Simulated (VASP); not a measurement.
**Ge: relaxation of cell and atoms with PBEsol**

The system is Ge.

```
Ge
1.0
     3.99864    0.00000    0.00000
    -1.99932    3.46292    0.00000
     0.00000    0.00000    6.59206
Ge
4
Direct
  0.66667 0.33333 0.06278
  0.33333 0.66667 0.56278
  0.66667 0.33333 0.43722
  0.33333 0.66667 0.93722
```

```
Program                : VASP 6.6.1
Task                   : relaxation of cell and atoms
Functional             : PBEsol
Potentials or basis    : VASP PAW PBE potentials, release 64 (Ge_d)
Cutoff                 : 600 eV
k mesh                 : 12 × 12 × 6
Occupations            : gaussian, width 0.1 eV
Spin                   : no spin polarisation
Dipole correction      : no
Further INCAR settings : ALGO = Normal; EDIFF = 1e-06; IBRION = 2; EDIFFG = -0.005; NSW = 100; ISIF = 3
```

The relaxed volume is 22.79 Å³/atom. The relaxed cell is a = 3.996 Å, b = 3.996 Å, c = 6.590 Å, α = 90.00°, β = 90.00°, γ = 120.00°, the space group after relaxing (to 0.05 Å) is P6_3/mmc (No. 194) and the energy gained by relaxing is 0.0 meV/atom. The ionic steps are 4, the pressure after relaxing is 0.0 GPa and the largest force after relaxing is 0.003 eV/Å. The band gap on the k mesh is zero (band 28 reaches 4.83 eV, above the bottom of band 29 at 4.79 eV).

Forces in eV/Å, atoms in the order of the input:
```
Ge   0.000  0.000  0.003
Ge   0.000  0.000  0.003
Ge   0.000  0.000 -0.003
Ge   0.000  0.000 -0.003
```

Final structure:
```
Ge
1.0
     3.99643    0.00000    0.00000
    -1.99822    3.46101    0.00000
     0.00000    0.00000    6.59029
Ge
4
Direct
  0.66667 0.33333 0.06280
  0.33333 0.66667 0.56280
  0.66667 0.33333 0.43720
  0.33333 0.66667 0.93720
```

Levels at points of the mesh, in eV from the Fermi level:
```tsv
k point	band 24	band 25	band 26	band 27	band 28	band 29	band 30	band 31	band 32	band 33
(0.00, 0.00, 0.00)	-1.51	-1.51	-0.17	-0.17	-0.04	0.10	0.10	2.22	2.22	2.72
(0.50, 0.00, 0.00)	-6.78	-4.64	-3.11	-2.86	-1.47	0.43	1.59	3.48	3.66	4.30
(0.00, 0.00, 0.50)	-4.84	-0.88	-0.88	-0.88	-0.88	0.62	0.62	3.33	3.33	3.33
(0.50, 0.00, 0.50)	-7.91	-2.58	-2.58	-2.45	-2.45	0.45	0.45	2.03	2.03	6.08
```

Wall time 7.9 min on 1 thread of Intel(R) Xeon(R) Platinum 8259CL CPU @ 2.50GHz (Skylake/Cascade Lake), on a shared host, peak memory 0.36 GiB.

Caveat: the PAW data sets were made with another functional, which shifts forces and pressure a little.
